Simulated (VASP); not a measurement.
# BaTe (R-3m) in VASP: single point with PBE

Aim: the single point of BaTe with PBE.

Program: VASP 6.6.1. These are calculated values, not measurements. Logs are shortened: lines on timing, memory, paths and dates and some standing lists are left out, and cuts for length are marked.

**1. The cell of the first run**

The structure is trigonal, space group R-3m (No. 166). The conventional cell has a = 5.195 Å, b = 5.195 Å, c = 11.742 Å, α = 90.00°, β = 90.00°, γ = 120.00°. Ba (site symmetry -3m) has 6 Te at 3.58 Å within 4.7 Å. Within 4.7 Å of Te (site symmetry -3m) lie 6 Ba at 3.58 Å.

**2. Single point, PBE (epitaxial 111 strain +4.0%)**

Input file INCAR:

```
SYSTEM = BaTe
PREC = Accurate ; ENCUT = 520
EDIFF = 1E-6 ; ISMEAR = 0
SIGMA = 0.01 ; LREAL = .FALSE.
LASPH = .TRUE. ; NELM = 60
ALGO = Normal ; ISIF = 2
LWAVE = .FALSE. ; LCHARG = .FALSE.
GGA = PE ; NBANDS = 15
```

Input file KPOINTS:

```
Automatic mesh
0
G
  4 4 4
  0 0 0
```

Input file POSCAR:

```
BaTe
1.0
   -0.1893809527      3.4843013552      3.4843013552
    3.4843013552     -0.1893809527      3.4843013552
    3.4843013552      3.4843013552     -0.1893809527
Ba Te
1 1
Direct
    0.0000000000      0.0000000000      0.0000000000
    0.5000000000      0.5000000000      0.5000000000
```

Potentials or basis: VASP PAW PBE potentials, release 64 (Ba_sv, Te).

Started as:

```bash
cat potpaw_PBE.64/Ba_sv/POTCAR potpaw_PBE.64/Te/POTCAR > POTCAR
mpirun -np 1 vasp_std > vasp.out
```

OUTCAR:

```text
SYSTEM = BaTe
   PREC = Accurate
   ENCUT = 520
   EDIFF = 1E-6
   ISMEAR = 0
   LREAL = .FALSE.
   LASPH = .TRUE.
   NELM = 60
   ISIF = 2
   GGA = PE

 ion  position               nearest neighbor table
   1  0.000  0.000  0.000-   2 3.58   2 3.58   2 3.58   2 3.58   2 3.58   2 3.58
   2  0.500  0.500  0.500-   1 3.58   1 3.58   1 3.58   1 3.58   1 3.58   1 3.58

  LATTYP: Found a trigonal (rhomboedric) cell.
 ALAT       =     4.9311841390
 COS(alpha) =     0.4449900703

  Lattice vectors:

 A1 = (  -0.1893809527,   3.4843013552,   3.4843013552)
 A2 = (   3.4843013552,  -0.1893809527,   3.4843013552)
 A3 = (   3.4843013552,   3.4843013552,  -0.1893809527)

Analysis of symmetry for initial positions (statically):
=====================================================================
 Subroutine PRICEL returns:
 Original cell was already a primitive cell.

 Routine SETGRP: Setting up the symmetry group for a
 trigonal (rhombohedral) supercell.

 Subroutine GETGRP returns: Found 12 space group operations
 (whereof 12 operations were pure point group operations)
 out of a pool of 12 trial point group operations.

The static configuration has the point symmetry D_3d.

Analysis of symmetry for dynamics (positions and initial velocities):
=====================================================================
 Subroutine PRICEL returns:
 Original cell was already a primitive cell.

 Routine SETGRP: Setting up the symmetry group for a
 trigonal (rhombohedral) supercell.

 Subroutine GETGRP returns: Found 12 space group operations
 (whereof 12 operations were pure point group operations)
 out of a pool of 12 trial point group operations.

The dynamic configuration has the point symmetry D_3d.

 Subroutine INISYM returns: Found 12 space group operations
 (whereof 12 operations are pure point group operations),
 and found     1 'primitive' translations

----------------------------------------------------------------------------------------

                                     Primitive cell

  volume of cell :      91.4920

  direct lattice vectors                    reciprocal lattice vectors
    -0.189380953  3.484301355  3.484301355    -0.132301111  0.139905334  0.139905334
     3.484301355 -0.189380953  3.484301355     0.139905334 -0.132301111  0.139905334
     3.484301355  3.484301355 -0.189380953     0.139905334  0.139905334 -0.132301111

  length of vectors
     4.931184139  4.931184139  4.931184139     0.238013842  0.238013842  0.238013842

  position of ions in fractional coordinates (direct lattice)
     0.000000000  0.000000000  0.000000000
     0.500000000  0.500000000  0.500000000

[... 77 lines left out ...]
   EMIN   =  10.00;   EMAX   =-10.00  energy-range for DOS
   EFERMI =   0.00;   METHOD = LEGACY
   ISMEAR =     0;   SIGMA  =   0.01  broadening in eV -4-tet -1-fermi 0-gaus
   EFERMI_NEDOS =   21; number of points for ismear=-14 and -15
   IALGO  =     38    algorithm
   IMIX   =      4    mixing-type and parameters
     AMIX     =   0.40;   BMIX     =  1.00
     AMIX_MAG =   1.60;   BMIX_MAG =  1.00
  volume/ion in A,a.u.               =      45.75       308.71
  Fermi-wavevector in a.u.,A,eV,Ry     =   0.915490  1.730026 11.403352  0.838123
  Thomas-Fermi vector in A             =   2.040238
   LORBIT       =      0    0 simple, 1 ext, 2 COOP (PROOUT), +10 PAW based schemes
   GGA     = PE    functional components
   LHFCALC =     F    Hartree Fock is set to
   AEXX    =    0.0000 exact exchange contribution
   IVDW    =     0    specifies the selected vdW correction
   LEPSILON=     F    determine dielectric tensor
   LRPA    =     F    only Hartree local field effects (RPA)
 non-spin polarized calculation
 Gauss-broadening in eV      SIGMA  =   0.01
  energy-cutoff  :      520.00
  volume of cell :       91.49
 maximum number of plane-waves:      2493
 NGX is ok and might be reduce to    40
   NGX = 19   NGY = 19   NGZ = 19

 number of electron      16.0000000 magnetization

 Free energy of the ion-electron system (eV)
  ---------------------------------------------------
  ext. energy  EPLUGINS =         0.00000000
  ---------------------------------------------------
  free energy    TOTEN  =        -8.59003967 eV

  energy without entropy =       -8.59003967  energy(sigma->0) =       -8.59003967

 E-fermi :   2.1661     XC(G=0):  -7.9901

 val. band max:        2.0664306673   @ k =   0.0000   0.0000   0.0000
 cond. band min:       3.5328387057   @ k =   0.5000   0.5000  -0.0000
 fundamental gap:      1.4664080384
 Fermi energy:         2.1660911657

 k-point     1 :       0.0000    0.0000    0.0000
  band No.  band energies     occupation
      1     -25.3326      2.00000
      2     -10.4708      2.00000
      3     -10.4613      2.00000
      4     -10.4613      2.00000
      5      -7.4991      2.00000
      6       1.8350      2.00000
      7       1.8350      2.00000
      8       2.0664      2.00000
      9       4.4593      0.00000
     10       4.6560      0.00000
     11       4.6560      0.00000
     12       5.3052      0.00000
     13       5.4305      0.00000
     14       5.4305      0.00000
[... 203 lines left out ...]
      2     -10.7805      2.00000
      3     -10.4803      2.00000
      4     -10.4803      2.00000
      5      -6.9227      2.00000
      6      -0.1146      2.00000
      7       0.7070      2.00000
      8       0.7070      2.00000
      9       5.9109      0.00000
     10       6.5702      0.00000
     11       6.8246      0.00000
     12       6.8246      0.00000
     13       8.5075      0.00000
     14       8.5075      0.00000
     15       9.1559      0.00000

------------------------ aborting loop because EDIFF is reached ----------------------------------------

  FORCE on cell =-STRESS in cart. coord.  units (eV):
  Direction    XX          YY          ZZ          XY          YZ          ZX
  --------------------------------------------------------------------------------------
  -------------------------------------------------------------------------------------
  Total       -0.4286364     -0.4286364     -0.4286364      0.3088279      0.3088279      0.3088279
  in kB       -7.5061381     -7.5061381     -7.5061381      5.4080921      5.4080921      5.4080921
  external PRESSURE =      -7.5061381 kB  Pullay stress =       0.0000000 kB

 VOLUME and BASIS-vectors are now :
 -----------------------------------------------------------------------------
  energy-cutoff  :      520.00
  volume of cell :       91.49
      direct lattice vectors                 reciprocal lattice vectors
    -0.189380953  3.484301355  3.484301355    -0.132301111  0.139905334  0.139905334
     3.484301355 -0.189380953  3.484301355     0.139905334 -0.132301111  0.139905334
     3.484301355  3.484301355 -0.189380953     0.139905334  0.139905334 -0.132301111

 POSITION                                       TOTAL-FORCE (eV/Angst)
 -----------------------------------------------------------------------------------
      0.00000      0.00000      0.00000         0.000000      0.000000      0.000000
      3.38961      3.38961      3.38961        -0.000000     -0.000000     -0.000000
 -----------------------------------------------------------------------------------
    total drift:                                0.000000     -0.000000     -0.000000

  FREE ENERGIE OF THE ION-ELECTRON SYSTEM (eV)
  ---------------------------------------------------
  free  energy   TOTEN  =        -8.5900396748 eV

  energy  without entropy=       -8.5900396748  energy(sigma->0) =       -8.59003967
```

OSZICAR:

```text
N       E                     dE             d eps       ncg     rms          rms(c)
DAV:   1     0.889380905909E+02    0.88938E+02   -0.61957E+03   390   0.880E+02
DAV:   2    -0.303125559022E+01   -0.91969E+02   -0.84623E+02   524   0.163E+02
DAV:   3    -0.860783326876E+01   -0.55766E+01   -0.55421E+01   570   0.416E+01
DAV:   4    -0.871157200114E+01   -0.10374E+00   -0.10372E+00   523   0.574E+00
DAV:   5    -0.871275606329E+01   -0.11841E-02   -0.11840E-02   549   0.578E-01    0.342E+00
DAV:   6    -0.857961870111E+01    0.13314E+00   -0.15171E-01   467   0.189E+00    0.224E+00
DAV:   7    -0.858112376469E+01   -0.15051E-02   -0.12008E-01   504   0.188E+00    0.839E-01
DAV:   8    -0.858938610519E+01   -0.82623E-02   -0.16862E-02   418   0.862E-01    0.198E-01
DAV:   9    -0.858979015928E+01   -0.40405E-03   -0.10143E-03   523   0.200E-01    0.699E-02
DAV:  10    -0.859002378074E+01   -0.23362E-03   -0.40807E-04   446   0.133E-01    0.204E-02
DAV:  11    -0.859004325739E+01   -0.19477E-04   -0.54911E-05   525   0.412E-02    0.227E-02
DAV:  12    -0.859003884370E+01    0.44137E-05   -0.14748E-05   488   0.198E-02    0.998E-03
DAV:  13    -0.859003967479E+01   -0.83109E-06   -0.86384E-07   364   0.556E-03
   1 F= -.85900397E+01 E0= -.85900397E+01  d E =-.645927E-47
```

stdout:

```text
POSCAR found type information on POSCAR BaTe
 POSCAR found :  2 types and       2 ions
 scaLAPACK will be used
 LDA part: xc-table for (Slater+PW92), standard interpolation
 POSCAR, INCAR and KPOINTS ok, starting setup
 FFT: planning ... GRIDC
 FFT: planning ... GRID_SOFT
 FFT: planning ... GRID
 WAVECAR not read
 entering main loop
```

Wall time 36 s (1 thread of AMD EPYC 7R13, shared host); peak memory 0.2 GiB.

What came out:

| Item | Value |
| --- | --- |
| Free energy | -8.5900 eV |
| Pressure | -0.8 GPa |
| Band gap on the k mesh | 1.47 eV (least direct gap 1.89 eV) |

Stress tensor (GPa, compression positive):
```
-0.75  0.54  0.54
 0.54 -0.75  0.54
 0.54  0.54 -0.75
```

Caveat: the cell differs from its parent crystal (epitaxial 111 strain +4.0%); spin-orbit coupling is left out, which moves the levels of the heavy elements. A k mesh can miss the band edges.
